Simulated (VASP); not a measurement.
# AlIn (P6/mmm) in VASP: a series of runs, part 2 of 2

VASP 6.6.1. The steps go on from the part before.

### 3 Single point, PBE

This run uses another cell than the first one, of 23.54 Å³/atom, 1.020 times its volume.

INCAR reads:

```
ALGO = Fast
EDIFF = 1E-6
ENCUT = 520
GGA = PE
ISIF = 2
ISMEAR = -1
LASPH = True
LCHARG = True
LELF = True
LREAL = False
LVHAR = True
LWAVE = False
NBANDS = 15
NELM = 60
PREC = Accurate
SIGMA = 0.05
```

KPOINTS reads:

```
k-points
0
Gamma
  10 10 5
```

POSCAR reads:

```
AlIn
1.0
    3.0541300000      0.0000000000      0.0000000000
   -1.5270700000      2.6449600000      0.0000000000
    0.0000000000      0.0000000000      5.8280200000
Al In
1 1
Direct
    0.0000000000      0.0000000000      0.0000000000
    0.0000000000      0.0000000000      0.5000000000
```

Potentials or basis: VASP PAW PBE potentials, release 64 (Al, In_d).

Command:

```sh
cat potpaw_PBE.64/Al/POTCAR potpaw_PBE.64/In_d/POTCAR > POTCAR
mpirun -np 1 vasp_std > vasp.out
```

OUTCAR:

```text
EDIFF = 1E-6
   ENCUT = 520
   GGA = PE
   ISIF = 2
   ISMEAR = -1
   LASPH = True
   LREAL = False
   NELM = 60
   PREC = Accurate

 ion  position               nearest neighbor table
   1  0.000  0.000  0.000-   2 2.91   2 2.91
   2  0.000  0.000  0.500-   1 2.91   1 2.91

  LATTYP: Found a hexagonal cell.
 ALAT       =     3.0541300000
 C/A-ratio  =     1.9082422818

  Lattice vectors:

 A1 = (   3.0541300000,   0.0000000000,   0.0000000000)
 A2 = (  -1.5270700000,   2.6449600000,   0.0000000000)
 A3 = (   0.0000000000,   0.0000000000,   5.8280200000)

Analysis of symmetry for initial positions (statically):
=====================================================================
 Subroutine PRICEL returns:
 Original cell was already a primitive cell.

 Routine SETGRP: Setting up the symmetry group for a
 hexagonal supercell.

 Subroutine GETGRP returns: Found 24 space group operations
 (whereof 24 operations were pure point group operations)
 out of a pool of 24 trial point group operations.

The static configuration has the point symmetry D_6h.

Analysis of symmetry for dynamics (positions and initial velocities):
=====================================================================
 Subroutine PRICEL returns:
 Original cell was already a primitive cell.

 Routine SETGRP: Setting up the symmetry group for a
 hexagonal supercell.

 Subroutine GETGRP returns: Found 24 space group operations
 (whereof 24 operations were pure point group operations)
 out of a pool of 24 trial point group operations.

The dynamic configuration has the point symmetry D_6h.

 Subroutine INISYM returns: Found 24 space group operations
 (whereof 24 operations are pure point group operations),
 and found     1 'primitive' translations

[... 120 lines left out ...]
   LHFCALC =     F    Hartree Fock is set to
   AEXX    =    0.0000 exact exchange contribution
   IVDW    =     0    specifies the selected vdW correction
   LEPSILON=     F    determine dielectric tensor
   LRPA    =     F    only Hartree local field effects (RPA)
 non-spin polarized calculation
 RMM-DIIS sequential band-by-band and
  energy-cutoff  :      520.00
  volume of cell :       47.08
 maximum number of plane-waves:      1281
 NGX is ok and might be reduce to    24
   NGX = 11   NGY = 11   NGZ = 21

 number of electron      15.9999997 magnetization

 Free energy of the ion-electron system (eV)
  ---------------------------------------------------
  ext. energy  EPLUGINS =         0.00000000
  ---------------------------------------------------
  free energy    TOTEN  =        -5.77689879 eV

  energy without entropy =       -5.75940297  energy(sigma->0) =       -5.76815088

 E-fermi :   6.5520     XC(G=0):  -9.8281

 val. band max:        6.5316551772   @ k =   0.3000   0.3000   0.4000
 cond. band min:       6.5583528006   @ k =   0.3000   0.1000   0.2000
 fundamental gap:      0.0266976234
 Fermi energy:         6.5520406630

 k-point     1 :       0.0000    0.0000    0.0000
  band No.  band energies     occupation
      1      -8.3456      2.00000
      2      -8.1873      2.00000
      3      -8.1872      2.00000
      4      -7.8045      2.00000
      5      -7.8044      2.00000
      6      -3.0144      2.00000
      7       1.0362      2.00000
      8       2.6592      2.00000
      9      14.0855      0.00000
     10      15.8259      0.00000
     11      16.7001      0.00000
     12      16.7001      0.00000
     13      18.4778      0.00000
     14      18.4779      0.00000
[... 401 lines left out ...]
      2      -8.1428      2.00000
      3      -7.9006      2.00000
      4      -7.8692      2.00000
      5      -7.6812      2.00000
      6       1.9180      2.00000
      7       4.2875      2.00000
      8       4.4951      2.00000
      9       6.5040      1.44640
     10       8.5442      0.00000
     11      10.6706      0.00000
     12      11.4377      0.00000
     13      13.3004      0.00000
     14      15.8897      0.00000
     15      17.0494      0.00000

 [... further k-points ...]

------------------------ aborting loop because EDIFF is reached ----------------------------------------

  FORCE on cell =-STRESS in cart. coord.  units (eV):
  Direction    XX          YY          ZZ          XY          YZ          ZX
  --------------------------------------------------------------------------------------
  -------------------------------------------------------------------------------------
  Total        0.0805802      0.0805806     -0.2420366     -0.0000002      0.0000000     -0.0000000
  in kB        2.7422768      2.7422889     -8.2369041     -0.0000052      0.0000000     -0.0000000
  external PRESSURE =      -0.9174461 kB  Pullay stress =       0.0000000 kB

 VOLUME and BASIS-vectors are now :
 -----------------------------------------------------------------------------
  energy-cutoff  :      520.00
  volume of cell :       47.08
      direct lattice vectors                 reciprocal lattice vectors
     3.054130000  0.000000000  0.000000000     0.327425486  0.189039395  0.000000000
    -1.527070000  2.644960000  0.000000000     0.000000000  0.378077551  0.000000000
     0.000000000  0.000000000  5.828020000     0.000000000  0.000000000  0.171584861

 POSITION                                       TOTAL-FORCE (eV/Angst)
 -----------------------------------------------------------------------------------
      0.00000      0.00000      0.00000         0.000000      0.000000      0.000000
      0.00000      0.00000      2.91401        -0.000000      0.000000      0.000000
 -----------------------------------------------------------------------------------
    total drift:                                0.000000     -0.000000      0.000000

  FREE ENERGIE OF THE ION-ELECTRON SYSTEM (eV)
  ---------------------------------------------------
  free  energy   TOTEN  =        -5.7768987946 eV

  energy  without entropy=       -5.7594029684  energy(sigma->0) =       -5.76815088
```

Wall time 23 s (1 thread of Intel Xeon Platinum 8375C at 2.90GHz (Ice Lake), shared host); peak memory 0.17 GiB.

What came out:

| Item | Value |
| --- | --- |
| Free energy | -5.7769 eV |
| Pressure | -0.1 GPa |
| Band gap on the k mesh | zero (band 8 reaches 8.22 eV, above the bottom of band 9 at 4.64 eV) |

Stress tensor (GPa, compression positive):
```
 0.27  0.00  0.00
 0.00  0.27  0.00
 0.00  0.00 -0.82
```

Caveat: spin-orbit coupling is left out, which moves the levels of the heavy elements.

### 4 Single point, PBE

This run uses another cell than the first one, of 23.54 Å³/atom, 1.020 times its volume.

INCAR reads:

```
SYSTEM = AlIn
PREC = Accurate ; ENCUT = 520
EDIFF = 1E-6 ; ISMEAR = -1
SIGMA = 0.05 ; LREAL = .False.
LASPH = .True. ; NELM = 60
ALGO = Normal ; ISIF = 2
LWAVE = .False. ; LCHARG = .True.
GGA = PE ; LELF = .True.
LVHAR = .True. ; NBANDS = 15
```

KPOINTS reads:

```
Automatic mesh
0
Gamma
  10 10 5
  0 0 0
```

POSCAR is that of step 3.

Command:

```sh
cat potpaw_PBE.64/Al/POTCAR potpaw_PBE.64/In_d/POTCAR > POTCAR
mpirun -np 1 vasp_std > vasp.out
```

Wall time 19 s (1 thread of Intel Xeon Platinum 8375C at 2.90GHz (Ice Lake), shared host); peak memory 0.18 GiB.

It converged, with:

| Item | Value |
| --- | --- |
| Free energy | -5.7769 eV |
| Pressure | -0.1 GPa |
| Band gap on the k mesh | zero (band 8 reaches 8.22 eV, above the bottom of band 9 at 4.64 eV) |

Stress tensor (GPa, compression positive):
```
 0.22  0.00  0.00
 0.00  0.22  0.00
 0.00  0.00 -0.88
```

Levels at points of the mesh, in eV from the Fermi level:
```tsv
k point	band 6	band 7	band 8	band 9	band 10	band 11
(0.00, 0.00, 0.00)	-9.57	-5.52	-3.89	7.53	9.27	10.15
(0.50, 0.00, 0.00)	-4.17	-3.49	-0.51	0.16	0.20	3.50
```

Caveat: spin-orbit coupling is left out, which moves the levels of the heavy elements.

### 5 Single point, PBE

This run uses another cell than the first one, of 24.01 Å³/atom, 1.041 times its volume.

INCAR reads:

```
  PREC = Accurate
  ENCUT = 520
  EDIFF = 1E-6
  ISMEAR = -1
  SIGMA = 0.05
  LREAL = F
  LASPH = T
  NELM = 60
  ALGO = Normal
  ISIF = 2
  LWAVE = F
  LCHARG = F
  GGA = PE
  NBANDS = 15
```

KPOINTS reads:

```
regular mesh
0
Gamma
  10 10 5
```

POSCAR reads:

```
AlIn
1.0
    3.0743566159      0.0000000000      0.0000000000
   -1.5371833411      2.6624768019      0.0000000000
    0.0000000000      0.0000000000      5.8666172838
Al In
1 1
Direct
    0.0000000000      0.0000000000      0.0000000000
    0.0000000000      0.0000000000      0.5000000000
```

Command:

```sh
cat potpaw_PBE.64/Al/POTCAR potpaw_PBE.64/In_d/POTCAR > POTCAR
mpirun -np 1 vasp_std > vasp.out
```

It took 18 s on 1 thread of Intel Xeon Platinum 8375C at 2.90GHz (Ice Lake), shared host; peak memory 0.18 GiB.

Results (log left out):

* Free energy: -5.7737 eV
* Pressure: -1.0 GPa
* Band gap on the k mesh: zero (band 8 reaches 8.01 eV, above the bottom of band 9 at 4.49 eV)

Stress tensor (GPa, compression positive):
```
-0.66  0.00  0.00
 0.00 -0.66  0.00
 0.00  0.00 -1.70
```

Levels at points of the mesh, in eV from the Fermi level:
```
           k point  band 5  band 6  band 7  band 8  band 9  band 10  band 11  band 12
(0.00, 0.00, 0.00)  -14.35   -9.44   -5.49   -3.81    7.43     9.18     9.96     9.96
(0.50, 0.00, 0.00)  -14.18   -4.17   -3.42   -0.49    0.06     0.20     3.51     5.81
```

Caveat: spin-orbit coupling is left out, which moves the levels of the heavy elements.

### 6 Single point, PBE

This run uses another cell than the first one, of 24.48 Å³/atom, 1.061 times its volume.

Changes to INCAR since step 5:

```diff
@@ -7,3 +7,3 @@
   LASPH = T
-  NELM = 60
+  NELM = 100
   ALGO = Normal
```

KPOINTS is that of step 5.

POSCAR reads:

```
AlIn
1.0
    3.0943205300      0.0000000000      0.0000000000
   -1.5471653308      2.6797660967      0.0000000000
    0.0000000000      0.0000000000      5.9047132687
Al In
1 1
Direct
    0.0000000000      0.0000000000      0.0000000000
    0.0000000000      0.0000000000      0.5000000000
```

Potentials or basis: VASP PAW PBE potentials, release 64 (Al, In_d).

Command:

```sh
cat potpaw_PBE.64/Al/POTCAR potpaw_PBE.64/In_d/POTCAR > POTCAR
mpirun -np 1 vasp_std > vasp.out
```

OUTCAR:

```text
PREC = Accurate
   ENCUT = 520
   EDIFF = 1E-6
   ISMEAR = -1
   LREAL = F
   LASPH = T
   NELM = 100
   ISIF = 2
   GGA = PE

 ion  position               nearest neighbor table
   1  0.000  0.000  0.000-   2 2.95   2 2.95
   2  0.000  0.000  0.500-   1 2.95   1 2.95

  LATTYP: Found a hexagonal cell.
 ALAT       =     3.0943205300
 C/A-ratio  =     1.9082422818

  Lattice vectors:

 A1 = (   3.0943205300,   0.0000000000,   0.0000000000)
[... 614 lines left out ...]
     15      16.4263      0.00000

 [... further k-points ...]

------------------------ aborting loop because EDIFF is reached ----------------------------------------

  FORCE on cell =-STRESS in cart. coord.  units (eV):
  Direction    XX          YY          ZZ          XY          YZ          ZX
  --------------------------------------------------------------------------------------
  -------------------------------------------------------------------------------------
  Total       -0.4373068     -0.4373088     -0.7113321      0.0000008      0.0000000      0.0000000
  in kB      -14.3098748    -14.3099379    -23.2767326      0.0000271      0.0000000      0.0000000
  external PRESSURE =     -17.2988485 kB  Pullay stress =       0.0000000 kB

 VOLUME and BASIS-vectors are now :
 -----------------------------------------------------------------------------
  energy-cutoff  :      520.00
  volume of cell :       48.96
      direct lattice vectors                 reciprocal lattice vectors
     3.094320530  0.000000000  0.000000000     0.323172726  0.186584060  0.000000000
    -1.547165331  2.679766097  0.000000000     0.000000000  0.373166897  0.000000000
     0.000000000  0.000000000  5.904713269     0.000000000  0.000000000  0.169356234

 POSITION                                       TOTAL-FORCE (eV/Angst)
 -----------------------------------------------------------------------------------
      0.00000      0.00000      0.00000         0.000000      0.000000      0.000000
      0.00000      0.00000      2.95236        -0.000000      0.000000      0.000000
 -----------------------------------------------------------------------------------
    total drift:                                0.000000      0.000000      0.000000

  FREE ENERGIE OF THE ION-ELECTRON SYSTEM (eV)
  ---------------------------------------------------
  free  energy   TOTEN  =        -5.7658358045 eV

  energy  without entropy=       -5.7476593196  energy(sigma->0) =       -5.75674756
```

OSZICAR:

```text
N       E                     dE             d eps       ncg     rms          rms(c)
DAV:   1     0.886112540322E+02    0.88611E+02   -0.72097E+03  1274   0.116E+03
DAV:   2    -0.860644839456E+00   -0.89472E+02   -0.85340E+02  1379   0.277E+02
DAV:   3    -0.569137024243E+01   -0.48307E+01   -0.47939E+01  1645   0.611E+01
DAV:   4    -0.582087470451E+01   -0.12950E+00   -0.12945E+00  1583   0.106E+01
DAV:   5    -0.582962095464E+01   -0.87463E-02   -0.87461E-02  1921   0.244E+00    0.300E+00
DAV:   6    -0.577526142895E+01    0.54360E-01   -0.92230E-02  1624   0.511E+00    0.160E+00
DAV:   7    -0.576711162888E+01    0.81498E-02   -0.19144E-02  1624   0.154E+00    0.412E-01
DAV:   8    -0.576598077643E+01    0.11309E-02   -0.11153E-03  1604   0.247E-01    0.155E-01
DAV:   9    -0.576583447239E+01    0.14630E-03   -0.27014E-04  1491   0.163E-01    0.418E-02
DAV:  10    -0.576583573065E+01   -0.12583E-05   -0.14515E-05  1645   0.310E-02    0.108E-02
DAV:  11    -0.576583580451E+01   -0.73861E-07   -0.26556E-06  1393   0.245E-02
   1 F= -.57658358E+01 E0= -.57567476E+01  d E =-.181765E-01
```

stdout:

```text
POSCAR found type information on POSCAR AlIn
 POSCAR found :  2 types and       2 ions
 scaLAPACK will be used
 LDA part: xc-table for (Slater+PW92), standard interpolation
 POSCAR, INCAR and KPOINTS ok, starting setup
 FFT: planning ... GRIDC
 FFT: planning ... GRID_SOFT
 FFT: planning ... GRID
 WAVECAR not read
 entering main loop
```

Wall time 18 s (1 thread of Intel Xeon Platinum 8375C at 2.90GHz (Ice Lake), shared host); peak memory 0.18 GiB.

Results:

```
Free energy            : -5.7658 eV
Pressure               : -1.7 GPa
Band gap on the k mesh : zero (band 8 reaches 7.80 eV, above the bottom of band 9 at 4.34 eV)
```

Levels at points of the mesh, in eV from the Fermi level:
```tsv
k point	band 4	band 5	band 6	band 7	band 8	band 9	band 10	band 11	band 12	band 13
(0.00, 0.00, 0.00)	-14.34	-14.34	-9.33	-5.46	-3.73	7.32	9.08	9.78	9.78	11.71
(0.50, 0.00, 0.00)	-14.38	-14.18	-4.16	-3.35	-0.48	-0.02	0.21	3.51	5.72	7.76
```

Caveat: spin-orbit coupling is left out, which moves the levels of the heavy elements.

### 7 Overview

```tsv
cell	gap on the mesh (eV)	pressure (GPa)
a = 3.034, b = 3.034, c = 5.789 Å, angles 90.0, 90.0, 120.0°, 2 atoms	none	0.9
a = 3.054, b = 3.054, c = 5.828 Å, angles 90.0, 90.0, 120.0°, 2 atoms	none	-0.1
a = 3.074, b = 3.074, c = 5.867 Å, angles 90.0, 90.0, 120.0°, 2 atoms	none	-1.0
a = 3.094, b = 3.094, c = 5.905 Å, angles 90.0, 90.0, 120.0°, 2 atoms	none	-1.7
```

Alike in all rows: task single point; level PBE; potentials or basis VASP PAW PBE potentials, release 64 (Al, In_d); no spin polarisation; k mesh 10 × 10 × 5; cutoff (eV) 520; smearing fermi-dirac 0.05 eV.

Caveats: spin-orbit coupling is left out, which moves the levels of the heavy elements.

Absolute energies hang on the potentials; compare differences alone.
